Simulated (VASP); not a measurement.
# K (Pm-3m) in VASP: further runs

K is run at these levels: r2SCAN; tasks: single point.

Everything below comes from runs of VASP 6.6.1. Logs are shortened: lines on timing, memory, paths and dates and some standing lists are left out, and cuts for length are marked.

### 1 The cell of the first run

The structure is cubic, space group Pm-3m (No. 221). Conventional cell: a = 4.310 Å, b = 4.310 Å, c = 4.310 Å, α = 90.00°, β = 90.00°, γ = 90.00°. Within 5.7 Å of K (site symmetry m-3m) lie 6 K at 4.31 Å.

This isn't the form of K at room conditions, which is bcc.

### 2 Single point, r2SCAN

File POSCAR:

```
K
1.0
    4.3104394900      0.0000000000      0.0000000000
    0.0000000000      4.3104394900      0.0000000000
    0.0000000000      0.0000000000      4.3104394900
K
1
Direct
    0.0000000000      0.0000000000      0.0000000000
```

File INCAR.step1:

```
SYSTEM = K
  PREC = Accurate
  ENCUT = 520
  ISMEAR = 0
  SIGMA = 0.1
  LREAL = .FALSE.
  LASPH = .TRUE.
  NELM = 60
  NBANDS = 10
  GGA = PE
  ALGO = Normal
  EDIFF = 1E-4
  LWAVE = .TRUE.
  LCHARG = .FALSE.
```

File INCAR.step2:

```
SYSTEM = K
  PREC = Accurate
  ENCUT = 520
  EDIFF = 1E-6
  ISMEAR = 0
  SIGMA = 0.1
  LREAL = .FALSE.
  LASPH = .TRUE.
  NELM = 60
  ALGO = Normal
  ISIF = 2
  LWAVE = .FALSE.
  LCHARG = .FALSE.
  METAGGA = R2SCAN
  LMIXTAU = .TRUE.
  NBANDS = 10
  ISTART = 1
```

File KPOINTS:

```
regular mesh
0
G
  6 6 6
  0 0 0
```

Potentials or basis: VASP PAW PBE potentials, release 64 (K_sv).

Run with:

```console
> cat potpaw_PBE.64/K_sv/POTCAR > POTCAR
> cp INCAR.step1 INCAR
> mpirun -np 1 vasp_std > vasp.out
> cp INCAR.step2 INCAR
> mpirun -np 1 vasp_std > vasp.out
```

OUTCAR:

```text
SYSTEM = K
   PREC = Accurate
   ENCUT = 520
   EDIFF = 1E-6
   ISMEAR = 0
   LREAL = .FALSE.
   LASPH = .TRUE.
   NELM = 60
   ISIF = 2
   METAGGA = R2SCAN
   ISTART = 1

 ion  position               nearest neighbor table
   1  0.000  0.000  0.000-

  LATTYP: Found a simple cubic cell.
 ALAT       =     4.3104394900

  Lattice vectors:

 A1 = (   4.3104394900,   0.0000000000,   0.0000000000)
 A2 = (   0.0000000000,   4.3104394900,   0.0000000000)
 A3 = (   0.0000000000,   0.0000000000,   4.3104394900)

Analysis of symmetry for initial positions (statically):
=====================================================================
 Subroutine PRICEL returns:
 Original cell was already a primitive cell.

 Routine SETGRP: Setting up the symmetry group for a
 simple cubic supercell.

 Subroutine GETGRP returns: Found 48 space group operations
 (whereof 48 operations were pure point group operations)
 out of a pool of 48 trial point group operations.

The static configuration has the point symmetry O_h .

Analysis of symmetry for dynamics (positions and initial velocities):
=====================================================================
 Subroutine PRICEL returns:
 Original cell was already a primitive cell.

 Routine SETGRP: Setting up the symmetry group for a
 simple cubic supercell.

 Subroutine GETGRP returns: Found 48 space group operations
 (whereof 48 operations were pure point group operations)
 out of a pool of 48 trial point group operations.

The dynamic configuration has the point symmetry O_h .

 Subroutine INISYM returns: Found 48 space group operations
 (whereof 48 operations are pure point group operations),
 and found     1 'primitive' translations

----------------------------------------------------------------------------------------

                                     Primitive cell

  volume of cell :      80.0875

  direct lattice vectors                    reciprocal lattice vectors
     4.310439490  0.000000000  0.000000000     0.231994905  0.000000000  0.000000000
     0.000000000  4.310439490  0.000000000     0.000000000  0.231994905  0.000000000
     0.000000000  0.000000000  4.310439490     0.000000000  0.000000000  0.231994905

  length of vectors
     4.310439490  4.310439490  4.310439490     0.231994905  0.231994905  0.231994905

  position of ions in fractional coordinates (direct lattice)
     0.000000000  0.000000000  0.000000000

  ion indices of the primitive-cell ions
   primitive index   ion index
                 1           1

----------------------------------------------------------------------------------------

 KPOINTS: regular mesh

Automatic generation of k-mesh.
 Grid dimensions read from file:
 generate k-points for:    6    6    6

 Generating k-lattice:

  Cartesian coordinates                     Fractional coordinates (reciprocal lattice)
     0.038665818  0.000000000  0.000000000     0.166666667  0.000000000  0.000000000
     0.000000000  0.038665818  0.000000000     0.000000000  0.166666667  0.000000000
     0.000000000  0.000000000  0.038665818     0.000000000  0.000000000  0.166666667

  Length of vectors
     0.038665818  0.038665818  0.038665818

  Shift w.r.t. Gamma in fractional coordinates (k-lattice)
     0.000000000  0.000000000  0.000000000

 Subroutine IBZKPT returns following result:
 ===========================================

 Found     20 irreducible k-points:

 Following reciprocal coordinates:
            Coordinates               Weight
  0.000000  0.000000  0.000000      1.000000
  0.166667  0.000000  0.000000      6.000000
  0.333333  0.000000  0.000000      6.000000
  0.500000  0.000000  0.000000      3.000000
  0.166667  0.166667  0.000000     12.000000
  0.333333  0.166667  0.000000     24.000000
[... 12 lines left out ...]
  0.500000  0.500000  0.333333      6.000000
  0.500000  0.500000  0.500000      1.000000
   k-points           NKPTS =     20   k-points in BZ     NKDIM =     20   number of bands    NBANDS=     10
   number of dos      NEDOS =    301   number of ions     NIONS =      1
   total plane-waves  NPLWV =  32768
   dimension x,y,z NGX =    32 NGY =   32 NGZ =   32
   dimension x,y,z NGXF=    64 NGYF=   64 NGZF=   64
   ions per type =               1
   NGX,Y,Z   is equivalent  to a cutoff of  12.34, 12.34, 12.34 a.u.
   NGXF,Y,Z  is equivalent  to a cutoff of  24.68, 24.68, 24.68 a.u.
 SYSTEM =  K
   PREC   = accura    normal or accurate (medium, high low for compatibility)
   ISTART =      1    job   : 0-new  1-cont  2-samecut
   ICHARG =      0    charge: 1-file 2-atom 10-const
   ISPIN  =      1    spin polarized calculation?
   LNONCOLLINEAR =      F non collinear calculations
   LSORBIT =      F    spin-orbit coupling
   LASPH  =      T    aspherical Exc in radial PAW
   ENCUT  =  520.0 eV  38.22 Ry    6.18 a.u.   8.01  8.01  8.01*2*pi/ulx,y,z
   NELM   =     60;   NELMIN=  2; NELMDL=  0     # of ELM steps
   EDIFF  = 0.1E-05   stopping-criterion for ELM
   LREAL  =      F    real-space projection
   EDIFFG = 0.1E-04   stopping-criterion for IOM
   NSW    =      0    number of steps for IOM
   IBRION =     -1    ionic relax: 0-MD 1-quasi-New 2-CG
   NFREE  =      0    steps in history (QN), initial steepest desc. (CG)
   ISIF   =      2    stress and relaxation
   ISYM   =      2    0-nonsym 1-usesym 2-fastsym
   POTIM  = 0.5000    time-step for ionic-motion
   TEBEG  =    0.0;   TEEND  =   0.0 temperature during run
   PSTRESS=    0.0 pullay stress
   NELECT =       9.0000    total number of electrons
   NUPDOWN=      -1.0000    fix difference up-down
   EMIN   =  10.00;   EMAX   =-10.00  energy-range for DOS
   EFERMI =   0.00;   METHOD = LEGACY
   ISMEAR =     0;   SIGMA  =   0.10  broadening in eV -4-tet -1-fermi 0-gaus
   EFERMI_NEDOS =   21; number of points for ismear=-14 and -15
   IALGO  =     38    algorithm
   IMIX   =      4    mixing-type and parameters
     AMIX     =   0.40;   BMIX     =  1.00
     AMIX_MAG =   1.60;   BMIX_MAG =  1.00
  volume/ion in A,a.u.               =      80.09       540.46
  Fermi-wavevector in a.u.,A,eV,Ry     =   0.790013  1.492908  8.491671  0.624120
  Thomas-Fermi vector in A             =   1.895269
   LORBIT       =      0    0 simple, 1 ext, 2 COOP (PROOUT), +10 PAW based schemes
   METAGGA = R2SCAN    functional components
   LHFCALC =     F    Hartree Fock is set to
   AEXX    =    0.0000 exact exchange contribution
   IVDW    =     0    specifies the selected vdW correction
   LEPSILON=     F    determine dielectric tensor
   LRPA    =     F    only Hartree local field effects (RPA)
 non-spin polarized calculation
 Gauss-broadening in eV      SIGMA  =   0.10
  energy-cutoff  :      520.00
  volume of cell :       80.09
 maximum number of plane-waves:      2178
   NGX = 17   NGY = 17   NGZ = 17

 number of electron       9.0000003 magnetization

 Free energy of the ion-electron system (eV)
  ---------------------------------------------------
  ext. energy  EPLUGINS =         0.00000000
  ---------------------------------------------------
  free energy    TOTEN  =        -5.89680516 eV

  energy without entropy =       -5.88896229  energy(sigma->0) =       -5.89288373

 E-fermi :  -0.1443     XC(G=0):  -5.6815

 val. band max:       -0.1443897186   @ k =   0.5000   0.0000   0.0000
 cond. band min:      -0.0911935926   @ k =   0.5000   0.0000   0.0000
 fundamental gap:      0.0531961260
 Fermi energy:        -0.1442853232

 k-point     1 :       0.0000    0.0000    0.0000
  band No.  band energies     occupation
      1     -34.1312      2.00000
      2     -16.7956      2.00000
      3     -16.7956      2.00000
      4     -16.7956      2.00000
      5      -2.3888      2.00000
      6       3.0026      0.00000
      7       3.0026      0.00000
      8       6.4396      0.00000
      9       6.4396      0.00000
     10       6.4396      0.00000

 k-point     2 :       0.1667    0.0000    0.0000
  band No.  band energies     occupation
      1     -34.1302      2.00000
      2     -16.8162      2.00000
      3     -16.7938      2.00000
      4     -16.7938      2.00000
      5      -2.1171      2.00000
      6       2.6320      0.00000
      7       3.1423      0.00000
      8       5.6667      0.00000
      9       5.6667      0.00000
     10       6.0043      0.00000

 k-point     3 :       0.3333    0.0000    0.0000
  band No.  band energies     occupation
      1     -34.1282      2.00000
      2     -16.8569      2.00000
      3     -16.7903      2.00000
      4     -16.7903      2.00000
      5      -1.3327      2.00000
      6       1.3656      0.00000
      7       3.4755      0.00000
      8       5.0772      0.00000
      9       5.0772      0.00000
     10       6.2962      0.00000

 k-point     4 :       0.5000    0.0000    0.0000
  band No.  band energies     occupation
      1     -34.1272      2.00000
      2     -16.8770      2.00000
      3     -16.7884      2.00000
      4     -16.7884      2.00000
      5      -0.1444      1.00118
      6      -0.0912      0.45275
      7       3.6838      0.00000
      8       4.8684      0.00000
      9       4.8684      0.00000
     10       6.5848      0.00000
[... 170 lines left out ...]
 k-point    18 :       0.5000    0.3333    0.3333
  band No.  band energies     occupation
      1     -34.1213      2.00000
      2     -16.8613      2.00000
      3     -16.8407      2.00000
      4     -16.8393      2.00000
      5       1.1868      0.00000
      6       1.8147      0.00000
      7       2.6709      0.00000
      8       4.1241      0.00000
      9       4.1788      0.00000
     10       4.5519      0.00000

 k-point    19 :       0.5000    0.5000    0.3333
  band No.  band energies     occupation
      1     -34.1204      2.00000
      2     -16.8587      2.00000
      3     -16.8587      2.00000
      4     -16.8377      2.00000
      5       1.7441      0.00000
      6       2.2049      0.00000
      7       2.2049      0.00000
      8       3.6761      0.00000
      9       4.7112      0.00000
     10       4.7112      0.00000

 k-point    20 :       0.5000    0.5000    0.5000
  band No.  band energies     occupation
      1     -34.1194      2.00000
      2     -16.8562      2.00000
      3     -16.8562      2.00000
      4     -16.8562      2.00000
      5       2.2508      0.00000
      6       2.2508      0.00000
      7       2.2508      0.00000
      8       4.2754      0.00000
      9       4.5300      0.00000
     10       4.5300      0.00000

------------------------ aborting loop because EDIFF is reached ----------------------------------------

  FORCE on cell =-STRESS in cart. coord.  units (eV):
  Direction    XX          YY          ZZ          XY          YZ          ZX
  --------------------------------------------------------------------------------------
  -------------------------------------------------------------------------------------
  Total       -0.0209005     -0.0209005     -0.0209005      0.0000000     -0.0000000      0.0000000
  in kB       -0.4181211     -0.4181211     -0.4181211      0.0000000     -0.0000000      0.0000000
  external PRESSURE =      -0.4181211 kB  Pullay stress =       0.0000000 kB

 VOLUME and BASIS-vectors are now :
 -----------------------------------------------------------------------------
  energy-cutoff  :      520.00
  volume of cell :       80.09
      direct lattice vectors                 reciprocal lattice vectors
     4.310439490  0.000000000  0.000000000     0.231994905  0.000000000  0.000000000
     0.000000000  4.310439490  0.000000000     0.000000000  0.231994905  0.000000000
     0.000000000  0.000000000  4.310439490     0.000000000  0.000000000  0.231994905

 POSITION                                       TOTAL-FORCE (eV/Angst)
 -----------------------------------------------------------------------------------
      0.00000      0.00000      0.00000         0.000000      0.000000      0.000000
 -----------------------------------------------------------------------------------
    total drift:                                0.000000      0.000000      0.000000

  FREE ENERGIE OF THE ION-ELECTRON SYSTEM (eV)
  ---------------------------------------------------
  free  energy   TOTEN  =        -5.8968051644 eV

  energy  without entropy=       -5.8889622899  energy(sigma->0) =       -5.89288373
```

It took 20 s on 1 thread of Intel Xeon 6975P-C (Granite Rapids), shared host; peak memory 0.18 GiB.

What came out:

```
Free energy            : -5.8968 eV
Pressure               : 0.0 GPa
Band gap on the k mesh : zero (an odd number of electrons rules out a gap without spin polarisation)
```

Caveat: the PAW data sets were made with another functional, which shifts forces and pressure a little.

### 3 Single point, r2SCAN

POSCAR is that of step 2.

File INCAR.step1:

```
SYSTEM = K
PREC = Accurate
ENCUT = 520
ISMEAR = 0
SIGMA = 0.1
LREAL = .FALSE.
LASPH = .TRUE.
NELM = 80
NBANDS = 10
GGA = PE
ALGO = Normal
EDIFF = 1E-4
LWAVE = .TRUE.
LCHARG = .FALSE.
```

File INCAR.step2:

```
SYSTEM = K
PREC = Accurate
ENCUT = 520
EDIFF = 1E-6
ISMEAR = 0
SIGMA = 0.1
LREAL = .FALSE.
LASPH = .TRUE.
NELM = 80
ALGO = Normal
ISIF = 2
LWAVE = .FALSE.
LCHARG = .FALSE.
METAGGA = R2SCAN
LMIXTAU = .TRUE.
NBANDS = 10
ISTART = 1
```

File KPOINTS:

```
Automatic mesh
0
G
  7 7 7
  0 0 0
```

Potentials or basis: VASP PAW PBE potentials, release 64 (K_sv).

Run with:

```console
> cat potpaw_PBE.64/K_sv/POTCAR > POTCAR
> cp INCAR.step1 INCAR
> mpirun -np 1 vasp_std > vasp.out
> cp INCAR.step2 INCAR
> mpirun -np 1 vasp_std > vasp.out
```

It took 21 s on 1 thread of Intel Xeon 6975P-C (Granite Rapids), shared host; peak memory 0.18 GiB.

It converged, with:

```
Free energy            : -5.9066 eV
Pressure               : 0.0 GPa
Band gap on the k mesh : zero (an odd number of electrons rules out a gap without spin polarisation)
```

Levels at points of the mesh, in eV from the Fermi level:
```
           k point  band 3  band 4  band 5  band 6  band 7  band 8
(0.00, 0.00, 0.00)  -16.55  -16.55   -2.15    3.24    3.24    6.68
```

Caveat: the PAW data sets were made with another functional, which shifts forces and pressure a little.

### 4 Single point, r2SCAN

POSCAR is that of step 3.

File INCAR.step1:

```
PREC = Accurate ; ENCUT = 520
ISMEAR = 0 ; SIGMA = 0.1
LREAL = F ; LASPH = T
NELM = 80 ; NBANDS = 10
GGA = PE ; ALGO = Normal
EDIFF = 1E-4 ; LWAVE = T
LCHARG = F
```

File INCAR.step2:

```
PREC = Accurate ; ENCUT = 520
EDIFF = 1E-6 ; ISMEAR = 0
SIGMA = 0.1 ; LREAL = F
LASPH = T ; NELM = 80
ALGO = Normal ; ISIF = 2
LWAVE = F ; LCHARG = T
METAGGA = R2SCAN ; LMIXTAU = T
LELF = T ; LVHAR = T
NBANDS = 10 ; ISTART = 1
```

File KPOINTS:

```
Automatic mesh
0
Gamma
  9 9 9
```

Run with:

```console
> cat potpaw_PBE.64/K_sv/POTCAR > POTCAR
> cp INCAR.step1 INCAR
> mpirun -np 1 vasp_std > vasp.out
> cp INCAR.step2 INCAR
> mpirun -np 1 vasp_std > vasp.out
```

It took 34 s on 1 thread of Intel Xeon 6975P-C (Granite Rapids), shared host; peak memory 0.19 GiB.

It converged, with:

| Quantity | Value |
| --- | --- |
| Free energy | -5.9029 eV |
| Pressure | 0.0 GPa |
| Band gap on the k mesh | zero (an odd number of electrons rules out a gap without spin polarisation) |

Levels at points of the mesh, in eV from the Fermi level:
```csv
k point,band 3,band 4,band 5,band 6,band 7,band 8
"(0.00, 0.00, 0.00)",-16.57,-16.57,-2.17,3.22,3.22,6.67
```

Caveat: the PAW data sets were made with another functional, which shifts forces and pressure a little.

### 5 Overview

```csv
k mesh,gap on the mesh (eV),pressure (GPa)
6 × 6 × 6,none,0.0
7 × 7 × 7,none,0.0
9 × 9 × 9,none,0.0
```

Alike in all rows: task single point; level r2SCAN; potentials or basis VASP PAW PBE potentials, release 64 (K_sv); no spin polarisation; cell as given; cutoff (eV) 520; smearing gaussian 0.1 eV.

Caveats: the PAW data sets were made with another functional, which shifts forces and pressure a little.

Absolute energies hang on the potentials; compare differences alone.
